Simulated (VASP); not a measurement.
# BN (Cmcm) in VASP: a series of runs

The runs below take BN through single point, with PBE+D3(BJ).

Everything below comes from runs of VASP 6.6.1. Logs are shortened: lines on timing, memory, paths and dates and some standing lists are left out, and cuts for length are marked.

### 1 The cell of the first run

It takes space group Cmcm (No. 63, orthorhombic). Conventional cell: a = 2.454 Å, b = 4.337 Å, c = 6.661 Å, α = 90.00°, β = 90.00°, γ = 90.00°. B (site symmetry m2m) has 3 N at 1.42 to 1.45 Å within 1.9 Å. Within 1.9 Å of N (site symmetry m2m) lie 3 B at 1.42 to 1.45 Å.

### 2 Single point, PBE+D3(BJ) (strain -0.0200 x Voigt [1, 0, 0, 0, 0, 0])

The input, INCAR:

```
SYSTEM = BN
PREC = Accurate
ENCUT = 520
EDIFF = 1E-7
ISMEAR = 0
SIGMA = 0.05
LREAL = .FALSE.
LASPH = .TRUE.
NELM = 80
ALGO = Normal
ISIF = 2
LWAVE = .FALSE.
LCHARG = .FALSE.
GGA = PE
IVDW = 12
NBANDS = 16
```

The input, KPOINTS:

```
regular mesh
0
G
  12 12 4
  0 0 0
```

The input, POSCAR:

```
BN
1.0
    2.4539118702      0.0000000000      0.0000000000
   -1.2269559351      2.1685204268      0.0000000000
    0.0000000000      0.0000000000      6.6612000000
B N
2 2
Direct
    0.3333333333      0.6666666667      0.2500000000
    0.6666666667      0.3333333333      0.7500000000
    0.3333333333      0.6666666667      0.7500000000
    0.6666666667      0.3333333333      0.2500000000
```

Potentials or basis: VASP PAW PBE potentials, release 64 (B, N).

On the command line:

```sh
$ cat potpaw_PBE.64/B/POTCAR potpaw_PBE.64/N/POTCAR > POTCAR
$ mpirun -np 1 vasp_std > vasp.out
```

OUTCAR:

```text
SYSTEM = BN
   PREC = Accurate
   ENCUT = 520
   EDIFF = 1E-7
   ISMEAR = 0
   LREAL = .FALSE.
   LASPH = .TRUE.
   NELM = 80
   ISIF = 2
   GGA = PE
   IVDW = 12
 IVDW          = 12

 ion  position               nearest neighbor table
   1  0.333  0.667  0.250-   4 1.42   4 1.42   4 1.45
   2  0.667  0.333  0.750-   3 1.42   3 1.42   3 1.45
   3  0.333  0.667  0.750-   2 1.42   2 1.42   2 1.45
   4  0.667  0.333  0.250-   1 1.42   1 1.42   1 1.45

  LATTYP: Found a base centered orthorhombic cell.
 ALAT       =     2.4539118702
 B/A-ratio  =     1.7673987833
 C/A-ratio  =     2.7145229138

  Lattice vectors:

 A1 = (   1.2269559351,  -2.1685204268,   0.0000000000)
 A2 = (   1.2269559351,   2.1685204268,   0.0000000000)
 A3 = (   0.0000000000,   0.0000000000,   6.6612000000)

Analysis of symmetry for initial positions (statically):
=====================================================================
 Subroutine PRICEL returns:
 Original cell was already a primitive cell.

 Routine SETGRP: Setting up the symmetry group for a
 base centered orthorhombic supercell.

 Subroutine GETGRP returns: Found  8 space group operations
 (whereof  4 operations were pure point group operations)
 out of a pool of  8 trial point group operations.

The static configuration has the point symmetry C_2h.
 The point group associated with its full space group is D_2h.

Analysis of symmetry for dynamics (positions and initial velocities):
=====================================================================
 Subroutine PRICEL returns:
 Original cell was already a primitive cell.

 Routine SETGRP: Setting up the symmetry group for a
 base centered orthorhombic supercell.

 Subroutine GETGRP returns: Found  8 space group operations
 (whereof  4 operations were pure point group operations)
 out of a pool of  8 trial point group operations.

The dynamic configuration has the point symmetry C_2h.
 The point group associated with its full space group is D_2h.

 Subroutine INISYM returns: Found  8 space group operations
 (whereof  4 operations are pure point group operations),
 and found     1 'primitive' translations

----------------------------------------------------------------------------------------

                                     Primitive cell

  volume of cell :      35.4466

  direct lattice vectors                    reciprocal lattice vectors
     2.453911870  0.000000000  0.000000000     0.407512597  0.230571958  0.000000000
    -1.226955935  2.168520427  0.000000000     0.000000000  0.461143915  0.000000000
     0.000000000  0.000000000  6.661200000     0.000000000  0.000000000  0.150123101

  length of vectors
     2.453911870  2.491566116  6.661200000     0.468219975  0.461143915  0.150123101

  position of ions in fractional coordinates (direct lattice)
     0.333333333  0.666666667  0.250000000
     0.666666667  0.333333333  0.750000000
     0.333333333  0.666666667  0.750000000
     0.666666667  0.333333333  0.250000000

  ion indices of the primitive-cell ions
   primitive index   ion index
                 1           1
                 2           2
                 3           3
                 4           4

----------------------------------------------------------------------------------------

 KPOINTS: regular mesh

Automatic generation of k-mesh.
 Grid dimensions read from file:
 generate k-points for:   12   12    4

 Generating k-lattice:

  Cartesian coordinates                     Fractional coordinates (reciprocal lattice)
     0.033959383  0.019214330  0.000000000     0.083333333  0.000000000  0.000000000
     0.000000000  0.038428660  0.000000000     0.000000000  0.083333333  0.000000000
     0.000000000  0.000000000  0.037530775     0.000000000  0.000000000  0.250000000

  Length of vectors
     0.039018331  0.038428660  0.037530775

  Shift w.r.t. Gamma in fractional coordinates (k-lattice)
     0.000000000  0.000000000  0.000000000

 Subroutine IBZKPT returns following result:
 ===========================================

 Found    129 irreducible k-points:

 Following reciprocal coordinates:
            Coordinates               Weight
  0.000000  0.000000  0.000000      1.000000
  0.083333 -0.000000  0.000000      4.000000
  0.166667 -0.000000  0.000000      4.000000
  0.250000 -0.000000  0.000000      4.000000
  0.333333 -0.000000  0.000000      4.000000
  0.416667 -0.000000  0.000000      4.000000
[... 16 lines left out ...]
  0.333333  0.166667  0.000000      4.000000
  0.416667  0.166667  0.000000      4.000000
 [... further k-points ...]
   k-points           NKPTS =    129   k-points in BZ     NKDIM =    129   number of bands    NBANDS=     16
   number of dos      NEDOS =    301   number of ions     NIONS =      4
   total plane-waves  NPLWV =  18000
   dimension x,y,z NGX =    18 NGY =   20 NGZ =   50
   dimension x,y,z NGXF=    36 NGYF=   40 NGZF=  100
   ions per type =               2   2
   NGX,Y,Z   is equivalent  to a cutoff of  12.19, 13.34, 12.48 a.u.
   NGXF,Y,Z  is equivalent  to a cutoff of  24.39, 26.69, 24.96 a.u.
 SYSTEM =  BN
   PREC   = accura    normal or accurate (medium, high low for compatibility)
   ISTART =      0    job   : 0-new  1-cont  2-samecut
   ICHARG =      2    charge: 1-file 2-atom 10-const
   ISPIN  =      1    spin polarized calculation?
   LNONCOLLINEAR =      F non collinear calculations
   LSORBIT =      F    spin-orbit coupling
   LASPH  =      T    aspherical Exc in radial PAW
   ENCUT  =  520.0 eV  38.22 Ry    6.18 a.u.   4.56  4.63 12.39*2*pi/ulx,y,z
   NELM   =     80;   NELMIN=  2; NELMDL= -5     # of ELM steps
   EDIFF  = 0.1E-06   stopping-criterion for ELM
   LREAL  =      F    real-space projection
   EDIFFG = 0.1E-05   stopping-criterion for IOM
   NSW    =      0    number of steps for IOM
   IBRION =     -1    ionic relax: 0-MD 1-quasi-New 2-CG
   NFREE  =      0    steps in history (QN), initial steepest desc. (CG)
   ISIF   =      2    stress and relaxation
   ISYM   =      2    0-nonsym 1-usesym 2-fastsym
   POTIM  = 0.5000    time-step for ionic-motion
   TEBEG  =    0.0;   TEEND  =   0.0 temperature during run
   PSTRESS=    0.0 pullay stress
   NELECT =      16.0000    total number of electrons
   NUPDOWN=      -1.0000    fix difference up-down
   EMIN   =  10.00;   EMAX   =-10.00  energy-range for DOS
   EFERMI =   0.00;   METHOD = LEGACY
   ISMEAR =     0;   SIGMA  =   0.05  broadening in eV -4-tet -1-fermi 0-gaus
   EFERMI_NEDOS =   21; number of points for ismear=-14 and -15
   IALGO  =     38    algorithm
   IMIX   =      4    mixing-type and parameters
     AMIX     =   0.40;   BMIX     =  1.00
     AMIX_MAG =   1.60;   BMIX_MAG =  1.00
  volume/ion in A,a.u.               =       8.86        59.80
  Fermi-wavevector in a.u.,A,eV,Ry     =   1.255808  2.373133 21.457112  1.577053
  Thomas-Fermi vector in A             =   2.389546
   LORBIT       =      0    0 simple, 1 ext, 2 COOP (PROOUT), +10 PAW based schemes
   GGA     = PE    functional components
   LHFCALC =     F    Hartree Fock is set to
   AEXX    =    0.0000 exact exchange contribution
   IVDW    =    12    specifies the selected vdW correction
   LEPSILON=     F    determine dielectric tensor
   LRPA    =     F    only Hartree local field effects (RPA)
 non-spin polarized calculation
 Gauss-broadening in eV      SIGMA  =   0.05
  energy-cutoff  :      520.00
  volume of cell :       35.45
 maximum number of plane-waves:       972
   NGX =  9   NGY =  9   NGZ = 25

 number of electron      15.9999998 magnetization

 Free energy of the ion-electron system (eV)
  ---------------------------------------------------
  ext. energy  EPLUGINS =         0.00000000
  ---------------------------------------------------
  free energy    TOTEN  =       -35.09389680 eV

  energy without entropy =      -35.09389680  energy(sigma->0) =      -35.09389680

 E-fermi :   2.6925     XC(G=0): -10.1109

 val. band max:        2.3877413124   @ k =   0.4167   0.2500   0.0000
 cond. band min:       6.6219721847   @ k =   0.0000   0.5000   0.0000
 fundamental gap:      4.2342308724
 Fermi energy:         2.6925228348

 k-point     1 :       0.0000    0.0000    0.0000
  band No.  band energies     occupation
      1     -15.5975      2.00000
      2     -15.3131      2.00000
      3      -3.9720      2.00000
      4      -1.8993      2.00000
      5       1.0310      2.00000
      6       1.0664      2.00000
[... 8 lines left out ...]
     15      15.2359      0.00000
     16      15.7604      0.00000

 k-point     2 :       0.0833   -0.0000    0.0000
  band No.  band energies     occupation
      1     -15.4570      2.00000
      2     -15.1771      2.00000
      3      -3.7787      2.00000
      4      -1.7246      2.00000
      5       0.5517      2.00000
      6       0.5789      2.00000
[... 8 lines left out ...]
     15      15.2436      0.00000
     16      15.7517      0.00000

 k-point     3 :       0.1667   -0.0000    0.0000
  band No.  band energies     occupation
      1     -15.0424      2.00000
      2     -14.7762      2.00000
      3      -3.2057      2.00000
      4      -1.2109      2.00000
      5      -0.8673      2.00000
      6      -0.8344      2.00000
[... 8 lines left out ...]
     15      16.4782      0.00000
     16      16.9525      0.00000

 k-point     4 :       0.2500   -0.0000    0.0000
  band No.  band energies     occupation
      1     -14.3804      2.00000
      2     -14.1383      2.00000
      3      -2.6949      2.00000
      4      -2.6416      2.00000
      5      -2.2782      2.00000
      6      -0.6647      2.00000
[... 8 lines left out ...]
     15      17.8965      0.00000
     16      18.8077      0.00000
[... 324 lines left out ...]
 k-point    22 :       0.2500    0.1667    0.0000
  band No.  band energies     occupation
      1     -13.2340      2.00000
      2     -13.0450      2.00000
      3      -4.4867      2.00000
      4      -4.4522      2.00000
      5      -2.5305      2.00000
      6      -2.4777      2.00000
[... 8 lines left out ...]
     15      17.5209      0.00000
     16      19.4993      0.00000

 k-point    23 :       0.3333    0.1667    0.0000
  band No.  band energies     occupation
      1     -12.4305      2.00000
      2     -12.3044      2.00000
      3      -5.7383      2.00000
      4      -5.6719      2.00000
      5      -3.0817      2.00000
      6      -3.0168      2.00000
[... 8 lines left out ...]
     15      17.7687      0.00000
     16      20.7628      0.00000

 k-point    24 :       0.4167    0.1667    0.0000
  band No.  band energies     occupation
      1     -12.0141      2.00000
      2     -11.9594      2.00000
      3      -6.3109      2.00000
      4      -6.2425      2.00000
      5      -3.2425      2.00000
      6      -3.1722      2.00000
[... 8 lines left out ...]
     15      17.1810      0.00000
     16      20.4103      0.00000

 [... further k-points ...]

------------------------ aborting loop because EDIFF is reached ----------------------------------------

 Edisp (eV)   -0.57390

 E8    (eV) :    -0.1680

  FORCE on cell =-STRESS in cart. coord.  units (eV):
  Direction    XX          YY          ZZ          XY          YZ          ZX
  --------------------------------------------------------------------------------------
  -------------------------------------------------------------------------------------
  Total       4.59674     1.06413    -0.08909     0.00000     0.00000     0.00000
  in kB     207.77123    48.09842    -4.02700     0.00000     0.00000     0.00000
  external pressure =       83.95 kB  Pullay stress =        0.00 kB

 VOLUME and BASIS-vectors are now :
 -----------------------------------------------------------------------------
  energy-cutoff  :      520.00
  volume of cell :       35.45
      direct lattice vectors                 reciprocal lattice vectors
     2.453911870  0.000000000  0.000000000     0.407512597  0.230571958  0.000000000
    -1.226955935  2.168520427  0.000000000     0.000000000  0.461143915  0.000000000
     0.000000000  0.000000000  6.661200000     0.000000000  0.000000000  0.150123101

 POSITION                                       TOTAL-FORCE (eV/Angst)
 -----------------------------------------------------------------------------------
     -0.00000      1.44568      1.66530         0.000000      0.289851      0.000000
      1.22696      0.72284      4.99590         0.000000     -0.289851      0.000000
     -0.00000      1.44568      4.99590         0.000000      0.292919      0.000000
      1.22696      0.72284      1.66530         0.000000     -0.292919      0.000000
 -----------------------------------------------------------------------------------
    total drift:                               -0.000000      0.000000     -0.000000

  FREE ENERGIE OF THE ION-ELECTRON SYSTEM (eV)
  ---------------------------------------------------
  free  energy   TOTEN  =       -35.6677980553 eV

  energy  without entropy=      -35.6677980553  energy(sigma->0) =      -35.66779806
```

Run time: 40 s. Hardware: 1 thread of Intel Xeon Platinum 8488C (Sapphire Rapids), shared host; peak memory 0.19 GiB.

What came out:

```
Free energy                : -35.6678 eV
Pressure                   : 8.4 GPa
Largest force              : 0.293 eV/Å
Band gap on the k mesh     : 4.23 eV, indirect (least direct gap 4.73 eV)
Dispersion energy per atom : -0.143 eV
```

Forces in eV/Å, atoms in the order of the input:
```
B    0.000  0.290  0.000
B    0.000 -0.290  0.000
N    0.000  0.293  0.000
N    0.000 -0.293  0.000
```

Stress tensor (GPa, compression positive):
```
20.78  0.00  0.00
 0.00  4.81  0.00
 0.00  0.00 -0.40
```

Caveat: the cell differs from its parent crystal (strain -0.0200 x Voigt [1, 0, 0, 0, 0, 0]).

(Continued in part 2 of 2.)
